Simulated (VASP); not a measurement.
Write the native input for VASP 6.6.1 that does the following.

| Item | Value |
| --- | --- |
| Task | single point |
| Functional | PBE |
| Potentials or basis | VASP PAW PBE potentials, release 64 (Si) |
| Cutoff | 520 eV |
| k mesh | 19 × 19 × 18 |
| Occupations | fermi-dirac, width 0.05 eV |
| Spin | no spin polarisation |
| Dipole correction | no |
| Further INCAR settings | ALGO = Normal; EDIFF = 1e-06; NBANDS = 8 |

The structure of Si lies in POSCAR:

```
Si
1.0
    2.2546366516      0.0000000000      0.0000000000
   -1.1273183258      1.9525726166      0.0000000000
    0.0000000000      0.0000000000      2.1717562408
Si
1
Direct
    0.0000000000      0.0000000000      0.0000000000
```

These files were run (other wordings do the same):

INCAR

```
  ALGO = Normal
  EDIFF = 1E-6
  ENCUT = 520
  GGA = PE
  ISIF = 2
  ISMEAR = -1
  LASPH = T
  LCHARG = F
  LREAL = F
  LWAVE = F
  NBANDS = 8
  NELM = 100
  PREC = Accurate
  SIGMA = 0.05
```

KPOINTS

```
k-points
0
Gamma
  19 19 18
```

Potentials or basis: VASP PAW PBE potentials, release 64 (Si).

Run with:

```bash
$ cat potpaw_PBE.64/Si/POTCAR > POTCAR
$ mpirun -np 1 vasp_std > vasp.out
```

Results of the run:

The pressure is 129.7 GPa and the band gap on the k mesh is zero (band 2 reaches 23.66 eV, above the bottom of band 3 at 11.46 eV).

It took 7.9 s on 1 thread of Intel(R) Xeon(R) 6975P-C (Granite Rapids), with other jobs on the host, peak memory 0.13 GiB.
